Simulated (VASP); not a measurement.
# V (Im-3m) in VASP: notebook

Runs on V. Level: r2SCAN. Tasks: single point.

Program: VASP 6.6.1. These are calculated values, not measurements. Logs are shortened: lines on timing, memory, paths and dates and some standing lists are left out, and cuts for length are marked.

### Step 1. The cell of the first run

It takes space group Im-3m (No. 229, cubic). The conventional cell has a = 2.946 Å, b = 2.946 Å, c = 2.946 Å, α = 90.00°, β = 90.00°, γ = 90.00°. V (site symmetry m-3m) has 14 V at 2.55 to 2.95 Å within 3.4 Å.

### Step 2. Single point, r2SCAN

POSCAR

```
V
1.0
   -1.4731163551      1.4731163551      1.4731163551
    1.4731163551     -1.4731163551      1.4731163551
    1.4731163551      1.4731163551     -1.4731163551
V
1
Direct
    0.0000000000      0.0000000000      0.0000000000
```

INCAR.step1

```
PREC = Accurate
ENCUT = 520
ISMEAR = -1
SIGMA = 0.1
LREAL = F
LASPH = T
NELM = 60
NBANDS = 12
GGA = PE
ALGO = Normal
EDIFF = 1E-4
LWAVE = T
LCHARG = F
```

INCAR.step2

```
PREC = Accurate
ENCUT = 520
EDIFF = 1E-6
ISMEAR = -1
SIGMA = 0.1
LREAL = F
LASPH = T
NELM = 60
ALGO = Normal
ISIF = 2
LWAVE = F
LCHARG = F
METAGGA = R2SCAN
LMIXTAU = T
NBANDS = 12
ISTART = 1
```

KPOINTS

```
Automatic mesh
0
Gamma
  16 16 16
```

Potentials or basis: VASP PAW PBE potentials, release 64 (V_sv).

Launch:

```sh
> cat potpaw_PBE.64/V_sv/POTCAR > POTCAR
> cp INCAR.step1 INCAR
> mpirun -np 1 vasp_std > vasp.out
> cp INCAR.step2 INCAR
> mpirun -np 1 vasp_std > vasp.out
```

OUTCAR:

```text
PREC = Accurate
   ENCUT = 520
   EDIFF = 1E-6
   ISMEAR = -1
   LREAL = F
   LASPH = T
   NELM = 60
   ISIF = 2
   METAGGA = R2SCAN
   ISTART = 1

 ion  position               nearest neighbor table
   1  0.000  0.000  0.000-

  LATTYP: Found a body centered cubic cell.
 ALAT       =     2.9462327102

  Lattice vectors:

 A1 = (  -1.4731163551,   1.4731163551,   1.4731163551)
 A2 = (   1.4731163551,  -1.4731163551,   1.4731163551)
 A3 = (   1.4731163551,   1.4731163551,  -1.4731163551)

Analysis of symmetry for initial positions (statically):
=====================================================================
 Subroutine PRICEL returns:
 Original cell was already a primitive cell.

 Routine SETGRP: Setting up the symmetry group for a
 body centered cubic supercell.

 Subroutine GETGRP returns: Found 48 space group operations
 (whereof 48 operations were pure point group operations)
 out of a pool of 48 trial point group operations.

The static configuration has the point symmetry O_h .

Analysis of symmetry for dynamics (positions and initial velocities):
=====================================================================
 Subroutine PRICEL returns:
 Original cell was already a primitive cell.

 Routine SETGRP: Setting up the symmetry group for a
 body centered cubic supercell.

 Subroutine GETGRP returns: Found 48 space group operations
 (whereof 48 operations were pure point group operations)
 out of a pool of 48 trial point group operations.

The dynamic configuration has the point symmetry O_h .

 Subroutine INISYM returns: Found 48 space group operations
 (whereof 48 operations are pure point group operations),
 and found     1 'primitive' translations

----------------------------------------------------------------------------------------

                                     Primitive cell

  volume of cell :      12.7871

  direct lattice vectors                    reciprocal lattice vectors
    -1.473116355  1.473116355  1.473116355     0.000000000  0.339416502  0.339416502
     1.473116355 -1.473116355  1.473116355     0.339416502  0.000000000  0.339416502
     1.473116355  1.473116355 -1.473116355     0.339416502  0.339416502  0.000000000

  length of vectors
     2.551512372  2.551512372  2.551512372     0.480007420  0.480007420  0.480007420

  position of ions in fractional coordinates (direct lattice)
     0.000000000  0.000000000  0.000000000

  ion indices of the primitive-cell ions
   primitive index   ion index
                 1           1

----------------------------------------------------------------------------------------

 KPOINTS: Automatic mesh

Automatic generation of k-mesh.
 Grid dimensions read from file:
 generate k-points for:   16   16   16

 Generating k-lattice:

  Cartesian coordinates                     Fractional coordinates (reciprocal lattice)
     0.000000000  0.021213531  0.021213531     0.062500000  0.000000000  0.000000000
     0.021213531  0.000000000  0.021213531     0.000000000  0.062500000  0.000000000
     0.021213531  0.021213531  0.000000000     0.000000000  0.000000000  0.062500000

  Length of vectors
     0.030000464  0.030000464  0.030000464

  Shift w.r.t. Gamma in fractional coordinates (k-lattice)
     0.000000000  0.000000000  0.000000000

 Subroutine IBZKPT returns following result:
 ===========================================

 Found    145 irreducible k-points:

 Following reciprocal coordinates:
            Coordinates               Weight
  0.000000  0.000000  0.000000      1.000000
  0.062500  0.000000  0.000000     12.000000
  0.125000  0.000000  0.000000     12.000000
  0.187500  0.000000  0.000000     12.000000
  0.250000  0.000000  0.000000     12.000000
  0.312500  0.000000  0.000000     12.000000
[... 16 lines left out ...]
  0.187500  0.187500  0.000000     24.000000
  0.250000  0.187500  0.000000     48.000000
 [... further k-points ...]
   k-points           NKPTS =    145   k-points in BZ     NKDIM =    145   number of bands    NBANDS=     12
   number of dos      NEDOS =    301   number of ions     NIONS =      1
   total plane-waves  NPLWV =   8000
   dimension x,y,z NGX =    20 NGY =   20 NGZ =   20
   dimension x,y,z NGXF=    40 NGYF=   40 NGZF=   40
   ions per type =               1
   NGX,Y,Z   is equivalent  to a cutoff of  13.03, 13.03, 13.03 a.u.
   NGXF,Y,Z  is equivalent  to a cutoff of  26.06, 26.06, 26.06 a.u.
 SYSTEM =  unknown system
   PREC   = accura    normal or accurate (medium, high low for compatibility)
   ISTART =      1    job   : 0-new  1-cont  2-samecut
   ICHARG =      0    charge: 1-file 2-atom 10-const
   ISPIN  =      1    spin polarized calculation?
   LNONCOLLINEAR =      F non collinear calculations
   LSORBIT =      F    spin-orbit coupling
   LASPH  =      T    aspherical Exc in radial PAW
   ENCUT  =  520.0 eV  38.22 Ry    6.18 a.u.   4.74  4.74  4.74*2*pi/ulx,y,z
   NELM   =     60;   NELMIN=  2; NELMDL=  0     # of ELM steps
   EDIFF  = 0.1E-05   stopping-criterion for ELM
   LREAL  =      F    real-space projection
[... 7 lines left out ...]
   TEBEG  =    0.0;   TEEND  =   0.0 temperature during run
   PSTRESS=    0.0 pullay stress
   NELECT =      13.0000    total number of electrons
   NUPDOWN=      -1.0000    fix difference up-down
   EMIN   =  10.00;   EMAX   =-10.00  energy-range for DOS
   EFERMI =   0.00;   METHOD = LEGACY
   ISMEAR =    -1;   SIGMA  =   0.10  broadening in eV -4-tet -1-fermi 0-gaus
   EFERMI_NEDOS =   21; number of points for ismear=-14 and -15
   IALGO  =     38    algorithm
   IMIX   =      4    mixing-type and parameters
     AMIX     =   0.40;   BMIX     =  1.00
     AMIX_MAG =   1.60;   BMIX_MAG =  1.00
  volume/ion in A,a.u.               =      12.79        86.29
  Fermi-wavevector in a.u.,A,eV,Ry     =   1.646135  3.110745 36.868549  2.709762
  Thomas-Fermi vector in A             =   2.735815
   LORBIT       =      0    0 simple, 1 ext, 2 COOP (PROOUT), +10 PAW based schemes
   METAGGA = R2SCAN    functional components
   LHFCALC =     F    Hartree Fock is set to
   AEXX    =    0.0000 exact exchange contribution
   IVDW    =     0    specifies the selected vdW correction
   LEPSILON=     F    determine dielectric tensor
   LRPA    =     F    only Hartree local field effects (RPA)
 non-spin polarized calculation
  energy-cutoff  :      520.00
  volume of cell :       12.79
 maximum number of plane-waves:       370
   NGX =  9   NGY =  9   NGZ =  9

 number of electron      13.0000007 magnetization

 Free energy of the ion-electron system (eV)
  ---------------------------------------------------
  ext. energy  EPLUGINS =         0.00000000
  ---------------------------------------------------
  free energy    TOTEN  =       -14.14036499 eV

  energy without entropy =      -14.08746365  energy(sigma->0) =      -14.11391432

 E-fermi :  10.3468     XC(G=0): -14.3850

 val. band max:       10.3463887379   @ k =   0.3125   0.0000   0.0000
 cond. band min:      10.3481879278   @ k =  -0.4375   0.4375   0.1875
 fundamental gap:      0.0017991899
 Fermi energy:        10.3467711158

 k-point     1 :       0.0000    0.0000    0.0000
  band No.  band energies     occupation
      1     -55.9226      2.00000
      2     -27.9800      2.00000
      3     -27.9800      2.00000
      4     -27.9800      2.00000
      5       3.1616      2.00000
      6      10.8264      0.01639
      7      10.8264      0.01638
      8      10.8264      0.01638
      9      13.1445      0.00000
     10      13.1445      0.00000
     11      31.9788      0.00000
     12      31.9789      0.00000

 k-point     2 :       0.0625    0.0000    0.0000
  band No.  band energies     occupation
      1     -55.9130      2.00000
      2     -28.0242      2.00000
      3     -27.9931      2.00000
      4     -27.9804      2.00000
      5       3.3354      2.00000
      6      10.7492      0.03514
      7      10.8081      0.01964
      8      10.9509      0.00475
      9      13.0538      0.00000
     10      13.1488      0.00000
     11      31.7170      0.00000
     12      31.9647      0.00000

 k-point     3 :       0.1250    0.0000    0.0000
  band No.  band energies     occupation
      1     -55.8859      2.00000
      2     -28.1489      2.00000
      3     -28.0303      2.00000
      4     -27.9815      2.00000
      5       3.8370      2.00000
      6      10.5349      0.26453
      7      10.7235      0.04517
      8      11.3144      0.00013
      9      12.8595      0.00000
     10      13.1657      0.00000
     11      30.9123      0.00000
     12      31.7722      0.00000
[... 286 lines left out ...]
 k-point    23 :       0.1875    0.1875    0.0000
  band No.  band energies     occupation
      1     -55.7368      2.00000
      2     -28.7297      2.00000
      3     -28.2358      2.00000
      4     -28.0582      2.00000
      5       6.7394      2.00000
      6       9.5068      1.99955
      7       9.8157      1.99017
      8      12.5787      0.00000
      9      13.5321      0.00000
     10      14.0711      0.00000
     11      26.7010      0.00000
     12      27.3852      0.00000

 k-point    24 :       0.2500    0.1875    0.0000
  band No.  band energies     occupation
      1     -55.6984      2.00000
      2     -28.8406      2.00000
      3     -28.3260      2.00000
      4     -28.0724      2.00000
      5       7.3945      2.00000
      6       9.2498      1.99997
      7       9.8152      1.99022
      8      12.7242      0.00000
      9      13.6290      0.00000
     10      15.0862      0.00000
     11      24.9221      0.00000
     12      26.2938      0.00000

 [... further k-points ...]

------------------------ aborting loop because EDIFF is reached ----------------------------------------

  FORCE on cell =-STRESS in cart. coord.  units (eV):
  Direction    XX          YY          ZZ          XY          YZ          ZX
  --------------------------------------------------------------------------------------
  -------------------------------------------------------------------------------------
  Total        0.7062918      0.7062918      0.7062918      0.0000000     -0.0000000      0.0000000
  in kB       88.4959967     88.4959967     88.4959967      0.0000000     -0.0000000      0.0000000
  external PRESSURE =      88.4959967 kB  Pullay stress =       0.0000000 kB

 VOLUME and BASIS-vectors are now :
 -----------------------------------------------------------------------------
  energy-cutoff  :      520.00
  volume of cell :       12.79
      direct lattice vectors                 reciprocal lattice vectors
    -1.473116355  1.473116355  1.473116355     0.000000000  0.339416502  0.339416502
     1.473116355 -1.473116355  1.473116355     0.339416502  0.000000000  0.339416502
     1.473116355  1.473116355 -1.473116355     0.339416502  0.339416502  0.000000000

 POSITION                                       TOTAL-FORCE (eV/Angst)
 -----------------------------------------------------------------------------------
      0.00000      0.00000      0.00000         0.000000     -0.000000      0.000000
 -----------------------------------------------------------------------------------
    total drift:                                0.000000     -0.000000      0.000000

  FREE ENERGIE OF THE ION-ELECTRON SYSTEM (eV)
  ---------------------------------------------------
  free  energy   TOTEN  =       -14.1403649930 eV

  energy  without entropy=      -14.0874636472  energy(sigma->0) =      -14.11391432
```

It took 31 s on 1 thread of Intel Xeon 6975P-C (Granite Rapids), shared host; peak memory 0.14 GiB.

What came out:

| Item | Value |
| --- | --- |
| Free energy | -14.1404 eV |
| Pressure | 8.8 GPa |

Caveat: the PAW data sets were made with another functional, which shifts forces and pressure a little.

### Step 3. Single point, r2SCAN

This run uses another cell than the first one, of 13.19 Å³/atom, 1.032 times its volume.

POSCAR

```
V
1.0
   -1.4884624216      1.4884624216      1.4884624216
    1.4884624216     -1.4884624216      1.4884624216
    1.4884624216      1.4884624216     -1.4884624216
V
1
Direct
    0.0000000000      0.0000000000      0.0000000000
```

INCAR.step1

```
ALGO = Normal
EDIFF = 1E-4
ENCUT = 520
GGA = PE
ISMEAR = -1
LASPH = T
LCHARG = F
LREAL = F
LWAVE = T
NBANDS = 12
NELM = 100
PREC = Accurate
SIGMA = 0.1
```

INCAR.step2

```
ALGO = Normal
EDIFF = 1E-6
ENCUT = 520
ISIF = 2
ISMEAR = -1
ISTART = 1
LASPH = T
LCHARG = F
LMIXTAU = T
LREAL = F
LWAVE = F
METAGGA = R2SCAN
NBANDS = 12
NELM = 100
PREC = Accurate
SIGMA = 0.1
```

KPOINTS

```
k-points
0
Gamma
  16 16 16
```

Potentials or basis: VASP PAW PBE potentials, release 64 (V_sv).

Launch:

```sh
> cat potpaw_PBE.64/V_sv/POTCAR > POTCAR
> cp INCAR.step1 INCAR
> mpirun -np 1 vasp_std > vasp.out
> cp INCAR.step2 INCAR
> mpirun -np 1 vasp_std > vasp.out
```

Run time: 32 s. Hardware: 1 thread of Intel Xeon 6975P-C (Granite Rapids), shared host; peak memory 0.14 GiB.

The run converged. Its results:

```yaml
Free_energy: -14.1543 eV
Pressure: 2.2 GPa
```

Levels at points of the mesh, in eV from the Fermi level:
```
           k point  band 4  band 5  band 6  band 7  band 8  band 9  band 10  band 11
(0.00, 0.00, 0.00)  -38.42   -7.12    0.47    0.47    0.47    2.71     2.71    21.39
(0.50, 0.00, 0.00)  -38.43   -3.43   -1.20    1.57    2.69    3.10     4.39    10.86
(0.50, 0.50, 0.50)  -39.10   -3.23   -3.23    3.97    3.97    3.97    10.83    10.83
```

Caveat: the PAW data sets were made with another functional, which shifts forces and pressure a little.

### Step 4. Single point, r2SCAN

This run uses another cell than the first one, of 13.59 Å³/atom, 1.063 times its volume.

POSCAR

```
V
1.0
   -1.5034984132      1.5034984132      1.5034984132
    1.5034984132     -1.5034984132      1.5034984132
    1.5034984132      1.5034984132     -1.5034984132
V
1
Direct
    0.0000000000      0.0000000000      0.0000000000
```

INCAR.step1

```
PREC = Accurate
ENCUT = 520
ISMEAR = -1
SIGMA = 0.1
LREAL = F
LASPH = T
NELM = 100
NBANDS = 12
GGA = PE
ALGO = Normal
EDIFF = 1E-4
LWAVE = T
LCHARG = F
```

INCAR.step2

```
PREC = Accurate
ENCUT = 520
EDIFF = 1E-6
ISMEAR = -1
SIGMA = 0.1
LREAL = F
LASPH = T
NELM = 100
ALGO = Normal
ISIF = 2
LWAVE = F
LCHARG = T
METAGGA = R2SCAN
LMIXTAU = T
LELF = T
LVHAR = T
NBANDS = 12
ISTART = 1
```

KPOINTS

```
regular mesh
0
Gamma
  16 16 16
```

Launch:

```sh
> cat potpaw_PBE.64/V_sv/POTCAR > POTCAR
> cp INCAR.step1 INCAR
> mpirun -np 1 vasp_std > vasp.out
> cp INCAR.step2 INCAR
> mpirun -np 1 vasp_std > vasp.out
```

Wall time 32 s (1 thread of Intel Xeon 6975P-C (Granite Rapids), shared host); peak memory 0.14 GiB.

The run converged. Its results:

- Free energy: -14.1527 eV
- Pressure: -3.5 GPa

Levels at points of the mesh, in eV from the Fermi level:
```tsv
k point	band 4	band 5	band 6	band 7	band 8	band 9	band 10	band 11
(0.00, 0.00, 0.00)	-38.51	-7.06	0.46	0.46	0.46	2.62	2.62	21.15
(0.50, 0.00, 0.00)	-38.52	-3.32	-1.14	1.46	2.59	2.99	4.22	10.47
(0.50, 0.50, 0.50)	-39.13	-3.08	-3.08	3.82	3.82	3.82	10.53	10.53
```

Caveat: the PAW data sets were made with another functional, which shifts forces and pressure a little.

### Step 5. Single point, r2SCAN

This run uses another cell than the first one, of 13.59 Å³/atom, 1.063 times its volume.

POSCAR is that of step 4.

INCAR.step1

```
SYSTEM = V
ALGO     = Normal         ! electronic algorithm
EDIFF    = 1E-4           ! SCF threshold, eV
ENCUT    = 520            ! plane-wave cutoff, eV
GGA      = PE             ! functional
ISMEAR   = -1             ! smearing method
LASPH    = .True.         ! aspherical terms in the spheres
LCHARG   = .False.        ! write CHGCAR
LREAL    = .False.        ! projectors in reciprocal space
LWAVE    = .True.         ! write WAVECAR
NBANDS   = 12             ! bands
NELM     = 80             ! most SCF steps
PREC     = Accurate       ! precision mode
SIGMA    = 0.1            ! smearing width, eV
```

INCAR.step2

```
SYSTEM = V
ALGO     = Normal         ! electronic algorithm
EDIFF    = 1E-6           ! SCF threshold, eV
ENCUT    = 520            ! plane-wave cutoff, eV
ISIF     = 2              ! what is computed and relaxed
ISMEAR   = -1             ! smearing method
ISTART   = 1            
LASPH    = .True.         ! aspherical terms in the spheres
LCHARG   = .False.        ! write CHGCAR
LMIXTAU  = .True.       
LREAL    = .False.        ! projectors in reciprocal space
LWAVE    = .False.        ! write WAVECAR
METAGGA  = R2SCAN         ! meta-GGA
NBANDS   = 12             ! bands
NELM     = 80             ! most SCF steps
PREC     = Accurate       ! precision mode
SIGMA    = 0.1            ! smearing width, eV
```

KPOINTS

```
k-points
0
Gamma
  16 16 16
  0 0 0
```

Launch:

```sh
> cat potpaw_PBE.64/V_sv/POTCAR > POTCAR
> cp INCAR.step1 INCAR
> mpirun -np 1 vasp_std > vasp.out
> cp INCAR.step2 INCAR
> mpirun -np 1 vasp_std > vasp.out
```

Wall time 32 s (1 thread of Intel Xeon 6975P-C (Granite Rapids), shared host); peak memory 0.14 GiB.

The run converged. Its results:

| Quantity | Value |
| --- | --- |
| Free energy | -14.1527 eV |
| Pressure | -3.5 GPa |

Levels at points of the mesh, in eV from the Fermi level:
```tsv
k point	band 5	band 6	band 7	band 8	band 9	band 10
(0.00, 0.00, 0.00)	-7.06	0.46	0.46	0.46	2.62	2.62
(0.50, 0.00, 0.00)	-3.32	-1.14	1.46	2.59	2.99	4.22
(0.50, 0.50, 0.50)	-3.08	-3.08	3.82	3.82	3.82	10.53
```

Caveat: the PAW data sets were made with another functional, which shifts forces and pressure a little.

### Step 6. Single point, r2SCAN

This run uses another cell than the first one, of 14.00 Å³/atom, 1.095 times its volume.

POSCAR

```
V
1.0
   -1.5182395338      1.5182395338      1.5182395338
    1.5182395338     -1.5182395338      1.5182395338
    1.5182395338      1.5182395338     -1.5182395338
V
1
Direct
    0.0000000000      0.0000000000      0.0000000000
```

INCAR.step1

```
SYSTEM = V
ALGO = Normal
EDIFF = 1E-4
ENCUT = 520
GGA = PE
ISMEAR = -1
LASPH = .True.
LCHARG = .False.
LREAL = .False.
LWAVE = .True.
NBANDS = 12
NELM = 80
PREC = Accurate
SIGMA = 0.1
```

INCAR.step2

```
SYSTEM = V
ALGO = Normal
EDIFF = 1E-6
ENCUT = 520
ISIF = 2
ISMEAR = -1
ISTART = 1
LASPH = .True.
LCHARG = .False.
LMIXTAU = .True.
LREAL = .False.
LWAVE = .False.
METAGGA = R2SCAN
NBANDS = 12
NELM = 80
PREC = Accurate
SIGMA = 0.1
```

KPOINTS is that of step 5.

Potentials or basis: VASP PAW PBE potentials, release 64 (V_sv).

Launch:

```sh
> cat potpaw_PBE.64/V_sv/POTCAR > POTCAR
> cp INCAR.step1 INCAR
> mpirun -np 1 vasp_std > vasp.out
> cp INCAR.step2 INCAR
> mpirun -np 1 vasp_std > vasp.out
```

It took 31 s on 1 thread of Intel Xeon 6975P-C (Granite Rapids), shared host; peak memory 0.14 GiB.

Results (log left out):

```
Free energy : -14.1375 eV
Pressure    : -8.5 GPa
```

Levels at points of the mesh, in eV from the Fermi level:
| k point | band 3 | band 4 | band 5 | band 6 | band 7 | band 8 | band 9 | band 10 | band 11 | band 12 |
| --- | --- | --- | --- | --- | --- | --- | --- | --- | --- | --- |
| (0.00, 0.00, 0.00) | -38.60 | -38.60 | -6.99 | 0.45 | 0.45 | 0.45 | 2.54 | 2.54 | 20.93 | 20.93 |
| (0.50, 0.00, 0.00) | -38.86 | -38.60 | -3.22 | -1.09 | 1.36 | 2.50 | 2.89 | 4.06 | 10.10 | 16.19 |
| (0.50, 0.50, 0.50) | -39.16 | -39.16 | -2.94 | -2.94 | 3.68 | 3.68 | 3.68 | 10.25 | 10.25 | 10.25 |

Caveat: the PAW data sets were made with another functional, which shifts forces and pressure a little.

### Step 7. Overview

| cell | gap on the mesh (eV) | pressure (GPa) |
| --- | --- | --- |
| a = 2.552 Å, angles 109.5°, 1 atom | none | 8.8 |
| a = 2.578 Å, angles 109.5°, 1 atom | none | 2.2 |
| a = 2.604 Å, angles 109.5°, 1 atom | none | -3.5 |
| a = 2.630 Å, angles 109.5°, 1 atom | none | -8.5 |

Alike in all rows: task single point; level r2SCAN; potentials or basis VASP PAW PBE potentials, release 64 (V_sv); no spin polarisation; k mesh 16 × 16 × 16; cutoff (eV) 520; smearing fermi-dirac 0.1 eV.

Caveats: the PAW data sets were made with another functional, which shifts forces and pressure a little.

Total energies depend on the potentials used, so only differences within one code and one set of settings carry meaning.
